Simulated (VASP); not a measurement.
# B (C2/c) in VASP: notebook, part 2 of 2

VASP 6.6.1. Earlier steps stand in the parts before.

## 3. Single point, PBE

This run uses another cell than the first one, of 6.99 Å³/atom.

INCAR

```
ALGO = Normal
EDIFF = 1E-6
ENCUT = 520
GGA = PE
ISIF = 2
ISMEAR = 0
LASPH = T
LCHARG = T
LELF = T
LREAL = F
LVHAR = T
LWAVE = F
NBANDS = 18
NELM = 60
PREC = Accurate
SIGMA = 0.1
```

KPOINTS

```
k-points
0
Gamma
  6 6 4
```

POSCAR

```
B
1.0
    2.4129120438     -1.6141602160      0.0062372683
    2.4129120438      1.6141602160      0.0062372683
   -2.3259856527      0.0000000000      5.3767749683
B
6
Direct
    0.7036614673      0.6800000986      0.5379361400
    0.2963385327      0.3199999014      0.4620638600
    0.2901968561      0.7098031439      0.2500000000
    0.6800000986      0.7036614673      0.0379361400
    0.3199999014      0.2963385327      0.9620638600
    0.7098031439      0.2901968561      0.7500000000
```

Potentials or basis: VASP PAW PBE potentials, release 64 (B).

On the command line:

```
> cat potpaw_PBE.64/B/POTCAR > POTCAR
> mpirun -np 1 vasp_std > vasp.out
```

OUTCAR:

```text
EDIFF = 1E-6
   ENCUT = 520
   GGA = PE
   ISIF = 2
   ISMEAR = 0
   LASPH = T
   LREAL = F
   NELM = 60
   PREC = Accurate

 ion  position               nearest neighbor table
   1  0.704  0.680  0.538-   3 1.73   2 1.73   2 1.75   6 1.80   2 1.89   6 1.93
   2  0.296  0.320  0.462-   6 1.73   1 1.73   1 1.75   3 1.80   1 1.89   3 1.93
   3  0.290  0.710  0.250-   1 1.73   5 1.73   2 1.80   4 1.80   2 1.93   4 1.93
   4  0.680  0.704  0.038-   6 1.73   5 1.73   5 1.75   3 1.80   5 1.89   3 1.93
   5  0.320  0.296  0.962-   3 1.73   4 1.73   4 1.75   6 1.80   4 1.89   6 1.93
   6  0.710  0.290  0.750-   2 1.73   4 1.73   5 1.80   1 1.80   5 1.93   1 1.93
[... 717 lines left out ...]
  Total        0.0479587     -0.0140615      0.0188124      0.0000000      0.0000000      0.0240944
  in kB        1.8325361     -0.5373001      0.7188353      0.0000000      0.0000000      0.9206656
  external PRESSURE =       0.6713571 kB  Pullay stress =       0.0000000 kB

 VOLUME and BASIS-vectors are now :
 -----------------------------------------------------------------------------
  energy-cutoff  :      520.00
  volume of cell :       41.93
      direct lattice vectors                 reciprocal lattice vectors
     2.412912044 -1.614160216  0.006237268     0.206987031 -0.309758595  0.089542313
     2.412912044  1.614160216  0.006237268     0.206987031  0.309758595  0.089542313
    -2.325985653  0.000000000  5.376774968    -0.000480226  0.000000000  0.185777349

 POSITION                                       TOTAL-FORCE (eV/Angst)
 -----------------------------------------------------------------------------------
      2.08742     -0.03819      2.90099        -0.004511     -0.034647      0.005852
      0.41242      0.03819      2.48826         0.004511      0.034647     -0.005852
      1.83142      0.67731      1.35043        -0.000000      0.010355      0.000000
      3.25041      0.03819      0.21260        -0.004511      0.034647      0.005852
     -0.75058     -0.03819      5.17665         0.004511     -0.034647     -0.005852
      0.66842     -0.67731      4.03882         0.000000     -0.010355      0.000000
 -----------------------------------------------------------------------------------
    total drift:                               -0.000000     -0.000000      0.000000

  FREE ENERGIE OF THE ION-ELECTRON SYSTEM (eV)
  ---------------------------------------------------
  free  energy   TOTEN  =       -38.5174118060 eV

  energy  without entropy=      -38.5135223566  energy(sigma->0) =      -38.51546708
```

OSZICAR:

```text
N       E                     dE             d eps       ncg     rms          rms(c)
DAV:   1     0.250070276826E+02    0.25007E+02   -0.83193E+03  1692   0.916E+02
DAV:   2    -0.378757060713E+02   -0.62883E+02   -0.58866E+02  2280   0.180E+02
DAV:   3    -0.396438866595E+02   -0.17682E+01   -0.17496E+01  2266   0.253E+01
DAV:   4    -0.396507847275E+02   -0.68981E-02   -0.68918E-02  2124   0.161E+00
DAV:   5    -0.396508142510E+02   -0.29523E-04   -0.29521E-04  2222   0.103E-01    0.687E+00
DAV:   6    -0.388013779736E+02    0.84944E+00   -0.48511E-01  1980   0.412E+00    0.397E+00
DAV:   7    -0.385194450172E+02    0.28193E+00   -0.45687E-01  2006   0.398E+00    0.783E-01
DAV:   8    -0.385173523510E+02    0.20927E-02   -0.28195E-02  2132   0.108E+00    0.183E-01
DAV:   9    -0.385174364993E+02   -0.84148E-04   -0.13397E-03  2140   0.246E-01    0.413E-02
DAV:  10    -0.385174062964E+02    0.30203E-04   -0.13489E-04  2040   0.775E-02    0.120E-02
DAV:  11    -0.385174116272E+02   -0.53307E-05   -0.14483E-05  2098   0.258E-02    0.365E-03
DAV:  12    -0.385174118060E+02   -0.17879E-06   -0.10201E-06  1116   0.689E-03
   1 F= -.38517412E+02 E0= -.38515467E+02  d E =-.388945E-02
```

Run time: 18 s. Hardware: 1 thread of AMD EPYC 9R45 (Zen 5), shared host; peak memory 0.14 GiB.

What came out:

| Item | Value |
| --- | --- |
| Free energy | -38.5174 eV |
| Pressure | 0.1 GPa |
| Largest force | 0.035 eV/Å |
| Band gap on the k mesh | zero (bands 9 and 10 overlap by 4.08 eV) |

Forces in eV/Å, atoms in the order of the input:
```
B   -0.005 -0.035  0.006
B    0.005  0.035 -0.006
B    0.000  0.010  0.000
B   -0.005  0.035  0.006
B    0.005 -0.035 -0.006
B    0.000 -0.010  0.000
```

Levels at points of the mesh, in eV from the Fermi level:
| k point | band 6 | band 7 | band 8 | band 9 | band 10 | band 11 | band 12 | band 13 |
| --- | --- | --- | --- | --- | --- | --- | --- | --- |
| (0.00, 0.00, 0.00) | -1.53 | -0.24 | -0.06 | 1.14 | 1.95 | 3.65 | 5.88 | 6.01 |
| (0.50, 0.00, 0.00) | -5.20 | -3.47 | -1.56 | -1.40 | 1.17 | 3.50 | 5.32 | 5.99 |
| (0.50, 0.50, 0.00) | -4.61 | -4.40 | -2.82 | -1.68 | -1.28 | 0.87 | 3.90 | 4.74 |
| (0.00, 0.00, 0.50) | -1.83 | -0.42 | -0.42 | 2.08 | 2.08 | 5.06 | 5.06 | 6.11 |
| (0.50, 0.00, 0.50) | -4.76 | -3.30 | -2.51 | -1.02 | 1.88 | 2.58 | 4.46 | 5.69 |
| (0.50, 0.50, 0.50) | -5.92 | -3.71 | -3.71 | -2.00 | -2.00 | 4.06 | 4.06 | 7.56 |

Caveat: the k points lie up to 0.40 Å⁻¹ apart, too coarse for converged energies and pressures of a metal.
